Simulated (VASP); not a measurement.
Write the native input for VASP 6.6.1 that does the following.

* Task: single point
* Functional: PBE
* Potentials or basis: VASP PAW PBE potentials, release 64 (Ag, Te, In_d)
* Cutoff: 500 eV
* k mesh: 3 × 3 × 3
* Occupations: gaussian, width 0.1763 eV
* Spin: no spin polarisation
* Dipole correction: no
* Further INCAR settings: ALGO = Normal; EDIFF = 1e-06; NBANDS = 46

The structure of InAgTe2 lies in POSCAR:

```
InAgTe2
1.0
    0.0000000000      6.2091240000      0.0000000000
    6.2091240000      0.0000000000      0.0000000000
    3.1045620000      3.1045620000     -6.2121440000
Ag Te In
2 4 2
Direct
    0.0000000000      0.0000000000      0.0000000000
    0.7500000000      0.2500000000      0.5000000000
    0.3750000000      0.3500000000      0.7500000000
    0.6500000000      0.1250000000      0.2500000000
    0.8750000000      0.9000000000      0.7500000000
    0.1000000000      0.6250000000      0.2500000000
    0.5000000000      0.5000000000      0.0000000000
    0.2500000000      0.7500000000      0.5000000000
```

These files were run (other wordings do the same):

INCAR

```
SYSTEM = InAgTe2
PREC = Accurate
ENCUT = 500
EDIFF = 1E-6
ISMEAR = 0
SIGMA = 0.1763
LREAL = .False.
LASPH = .True.
NELM = 120
ALGO = Normal
ISIF = 2
LWAVE = .False.
LCHARG = .True.
GGA = PE
LELF = .True.
LVHAR = .True.
NBANDS = 46
GGA_COMPAT = .False.
```

KPOINTS

```
regular mesh
0
Gamma
  3 3 3
  0 0 0
```

Potentials or basis: VASP PAW PBE potentials, release 64 (Ag, Te, In_d).

Command:

```console
$ cat potpaw_PBE.64/Ag/POTCAR potpaw_PBE.64/Te/POTCAR potpaw_PBE.64/In_d/POTCAR > POTCAR
$ mpirun -np 1 vasp_std > vasp.out
```

Results of the run:

- Pressure: 8.7 GPa
- Largest force: 0.931 eV/Å
- Band gap on the k mesh: 0.22 eV

Caveat: the cell stands under pressure; semilocal functionals underestimate gaps, and a narrow one can read as zero; spin-orbit coupling is left out, which moves the levels of the heavy elements.

Run time: 2.7 min on 1 thread of Intel Xeon 8259CL, on a shared host, peak memory 0.36 GiB.
